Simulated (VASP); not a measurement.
# SrO (Fm-3m) in VASP: further runs, part 2 of 2

VASP 6.6.1.

## 4. Single point, PBE, non-collinear spin, zero start, spin-orbit coupling

This run uses another cell than the first one, of 17.17 Å³/atom.

INCAR reads:

```
SYSTEM = SrO
PREC     = Accurate       ! precision mode
ENCUT    = 520            ! plane-wave cutoff, eV
EDIFF    = 1E-7           ! SCF threshold, eV
ISMEAR   = 0              ! smearing method
SIGMA    = 0.01           ! smearing width, eV
LREAL    = .False.        ! projectors in reciprocal space
LASPH    = .True.         ! aspherical terms in the spheres
NELM     = 150            ! most SCF steps
ALGO     = Normal         ! electronic algorithm
ISIF     = 2              ! what is computed and relaxed
LWAVE    = .False.        ! write WAVECAR
LCHARG   = .True.         ! write CHGCAR
MAGMOM   = 0 0 0 0 0 0    ! initial moments
LORBIT   = 11             ! projections on sites
LSORBIT  = .True.         ! spin-orbit coupling
GGA_COMPAT= .False.      
LORBMOM  = .True.       
GGA      = PE             ! functional
LVHAR    = .True.       
NBANDS   = 28             ! bands
```

KPOINTS reads:

```
regular mesh
0
Gamma
  8 8 8
  0 0 0
```

POSCAR reads:

```
SrO
1.0
    0.0000000000      2.5798923265      2.5798923265
    2.5798923265      0.0000000000      2.5798923265
    2.5798923265      2.5798923265      0.0000000000
Sr O
1 1
Direct
    0.0000000000      0.0000000000      0.0000000000
    0.5000000000      0.5000000000      0.5000000000
```

Potentials or basis: VASP PAW PBE potentials, release 64 (Sr_sv, O).

Run with:

```console
cat potpaw_PBE.64/Sr_sv/POTCAR potpaw_PBE.64/O/POTCAR > POTCAR
mpirun -np 1 vasp_ncl > vasp.out
```

OUTCAR:

```text
SYSTEM = SrO
   PREC = Accurate
   ENCUT = 520
   EDIFF = 1E-7
   ISMEAR = 0
   LREAL = .False.
   LASPH = .True.
   NELM = 150
   ISIF = 2
   LORBIT = 11
   LSORBIT = .True.
   GGA = PE

 ion  position               nearest neighbor table
   1  0.000  0.000  0.000-   2 2.58   2 2.58   2 2.58   2 2.58   2 2.58   2 2.58
   2  0.500  0.500  0.500-   1 2.58   1 2.58   1 2.58   1 2.58   1 2.58   1 2.58

  LATTYP: Found a face centered cubic cell.
 ALAT       =     5.1597846530

  Lattice vectors:

 A1 = (   0.0000000000,   2.5798923265,   2.5798923265)
 A2 = (   2.5798923265,   0.0000000000,   2.5798923265)
 A3 = (   2.5798923265,   2.5798923265,   0.0000000000)

Analysis of symmetry for initial positions (statically):
=====================================================================
 Subroutine PRICEL returns:
 Original cell was already a primitive cell.

 Routine SETGRP: Setting up the symmetry group for a
 face centered cubic supercell.

[... 1010 lines left out ...]
     0.0000000     0.0000000     0.0000000     0.0000000     0.0000000     0.0000000     0.0000000
     0.0000000     0.0000000     0.0000000     0.0000000     0.0000000     0.0000000     0.0000000
     0.0000000     0.0000000     0.0000000     0.0000000     0.0000000     0.0000000     0.0000000
     0.0000000     0.0000000     0.0000000     0.0000000     0.0000000     0.0000000     0.0000000
     0.0000000     0.0000000     0.0000000     0.0000000     0.0000000     0.0000000     0.0000000
     0.0000000     0.0000000     0.0000000     0.0000000     0.0000000     0.0000000     0.0000000

 Ion:    2  E_soc:     -0.0003161
 l=   1
     0.0000000    -0.0000527    -0.0000527
    -0.0000527     0.0000000    -0.0000527
    -0.0000527    -0.0000527     0.0000000
 l=   2
     0.0000000     0.0000000     0.0000000     0.0000000     0.0000000
     0.0000000     0.0000000     0.0000000     0.0000000     0.0000000
     0.0000000     0.0000000     0.0000000     0.0000000     0.0000000
     0.0000000     0.0000000     0.0000000     0.0000000     0.0000000
     0.0000000     0.0000000     0.0000000     0.0000000     0.0000000
 l=   3
     0.0000000     0.0000000     0.0000000     0.0000000     0.0000000     0.0000000     0.0000000
     0.0000000     0.0000000     0.0000000     0.0000000     0.0000000     0.0000000     0.0000000
     0.0000000     0.0000000     0.0000000     0.0000000     0.0000000     0.0000000     0.0000000
     0.0000000     0.0000000     0.0000000     0.0000000     0.0000000     0.0000000     0.0000000
     0.0000000     0.0000000     0.0000000     0.0000000     0.0000000     0.0000000     0.0000000
     0.0000000     0.0000000     0.0000000     0.0000000     0.0000000     0.0000000     0.0000000
     0.0000000     0.0000000     0.0000000     0.0000000     0.0000000     0.0000000     0.0000000

 total charge

# of ion       s       p       d       tot
------------------------------------------
    1        2.016   5.833   0.254   8.102
    2        1.552   3.419   0.000   4.971
--------------------------------------------------
tot          3.568   9.252   0.254  13.074

 magnetization (x)

# of ion       s       p       d       tot
------------------------------------------
    1        0.000   0.000  -0.000   0.000
    2       -0.000   0.000   0.000  -0.000
--------------------------------------------------
tot          0.000   0.000  -0.000   0.000

 magnetization (y)

# of ion       s       p       d       tot
------------------------------------------
    1       -0.000   0.000   0.000  -0.000
    2        0.000   0.000   0.000   0.000
--------------------------------------------------
tot         -0.000   0.000   0.000  -0.000

 magnetization (z)

# of ion       s       p       d       tot
------------------------------------------
    1       -0.000   0.000   0.000  -0.000
    2       -0.000   0.000   0.000  -0.000
--------------------------------------------------
tot         -0.000   0.000   0.000  -0.000
```

stdout:

```text
POSCAR found type information on POSCAR SrO
 POSCAR found :  2 types and       2 ions
 scaLAPACK will be used
 LDA part: xc-table for (Slater+PW92), standard interpolation
 POSCAR, INCAR and KPOINTS ok, starting setup
 FFT: planning ... GRIDC
 FFT: planning ... GRID_SOFT
 FFT: planning ... GRID
 WAVECAR not read
 entering main loop
```

Wall time 79 s (1 thread of Intel Xeon Platinum 8259CL at 2.50GHz (Skylake/Cascade Lake), shared host); peak memory 0.26 GiB.

Results:

```yaml
Free_energy: -12.1351 eV
Pressure: 2.4 GPa
Net_moment: 0.00 μB per cell
Valence_electrons_inside_the_program's_atomic_spheres: Sr 8.10; O 4.97
```

Moments on the atoms (μB; x, y, z):
```
Sr  0.00 0.00 0.00
O   0.00 0.00 0.00
```

## 5. Relaxation of cell and atoms, r2SCAN

POSCAR reads:

```
SrO
1.0
    0.0000000000      2.5972737625      2.5972737625
    2.5972737625      0.0000000000      2.5972737625
    2.5972737625      2.5972737625      0.0000000000
Sr O
1 1
Direct
    0.0000000000      0.0000000000      0.0000000000
    0.5000000000      0.5000000000      0.5000000000
```

INCAR.step1 reads:

```
PREC = Accurate
ENCUT = 600
ISMEAR = -1
SIGMA = 0.02
LREAL = False
LASPH = True
NELM = 100
GGA = PE
ALGO = Normal
EDIFF = 1E-4
LWAVE = True
LCHARG = False
```

INCAR.step2 reads:

```
PREC = Accurate
ENCUT = 600
EDIFF = 1E-6
ISMEAR = -1
SIGMA = 0.02
LREAL = False
LASPH = True
NELM = 100
ALGO = Normal
ISIF = 3
LWAVE = False
LCHARG = False
METAGGA = R2SCAN
LMIXTAU = True
IBRION = 2
NSW = 80
EDIFFG = -0.005
ISTART = 1
```

KPOINTS reads:

```
regular mesh
0
Gamma
  8 8 8
```

Run with:

```console
cat potpaw_PBE.64/Sr_sv/POTCAR potpaw_PBE.64/O/POTCAR > POTCAR
cp INCAR.step1 INCAR
mpirun -np 1 vasp_std > vasp.out
cp INCAR.step2 INCAR
mpirun -np 1 vasp_std > vasp.out
```

It took 3.9 min on 1 thread of Intel Xeon Platinum 8259CL at 2.50GHz (Skylake/Cascade Lake), shared host; peak memory 0.18 GiB.

It converged, with:

```yaml
Free_energy: -27.0592 eV
Relaxed_volume: 17.25 Å³/atom
Relaxed_cell: a = 3.654 Å, b = 3.654 Å, c = 3.654 Å, α = 60.00°, β = 60.00°, γ = 60.00°
Space_group_after_relaxing_to_0.1_Å: Fm-3m (No. 225)
Energy_gained_by_relaxing: 1.2 meV/atom
Ionic_steps: 3
Pressure_after_relaxing: 0.0 GPa
Band_gap_on_the_k_mesh: 3.75 eV (least direct gap 3.85 eV)
```

Step by step:
| step | energy change (eV) | largest force (eV/Å) | pressure (GPa) | volume (Å³) |
| --- | --- | --- | --- | --- |
| 1 | 0.0000 | 0.0000 | -1.38 | 35.04 |
| 2 | -0.0020 | 0.0000 | 0.60 | 34.28 |
| 3 | -0.0024 | 0.0000 | 0.01 | 34.50 |

Final structure:
```
Sr O
1.0
     0.00000    2.58377    2.58377
     2.58377    0.00000    2.58377
     2.58377    2.58377    0.00000
Sr O
1 1
Cartesian
  0.0000 0.0000 0.0000
  2.5838 2.5838 2.5838
```

Levels at points of the mesh, in eV from the valence-band top:
```tsv
k point	band 5	band 6	band 7	band 8	band 9	band 10	band 11	band 12
(0.00, 0.00, 0.00)	-14.56	0.00	0.00	0.00	4.55	6.75	6.75	6.75
(0.50, 0.00, 0.00)	-13.55	-2.09	-1.10	-1.10	7.05	8.96	9.40	9.40
(0.50, 0.50, 0.00)	-14.91	-0.45	-0.10	-0.10	3.75	8.41	10.82	10.98
```

Caveat: the PAW data sets were made with another functional, which shifts forces and pressure a little. A k mesh can miss the band edges.

## 6. Overview

| task | level | spin | cell | cutoff (eV) | smearing | gap on the mesh (eV) | pressure (GPa) |
| --- | --- | --- | --- | --- | --- | --- | --- |
| single point | PBE | off | a = 3.673 Å, angles 60.0°, 2 atoms | 520 | fermi-dirac 0.02 eV | 3.28 | 0.5 |
| single point | r2SCAN | off | a = 3.649 Å, angles 60.0°, 2 atoms | 520 | fermi-dirac 0.02 eV | 3.75 | 0.5 |
| single point | PBE | non-collinear, zero start, SOC | a = 3.649 Å, angles 60.0°, 2 atoms | 520 | gaussian 0.01 eV | - | 2.4 |
| relaxation of cell and atoms | r2SCAN | off | relaxed from a = 3.673 Å, angles 60.0°, 2 atoms | 600 | fermi-dirac 0.02 eV | 3.75 | 0.0 |

Alike in all rows: potentials or basis VASP PAW PBE potentials, release 64 (Sr_sv, O); k mesh 8 × 8 × 8.

Caveats: the PAW data sets were made with another functional, which shifts forces and pressure a little (at least some runs).

Absolute energies hang on the potentials; compare differences alone.
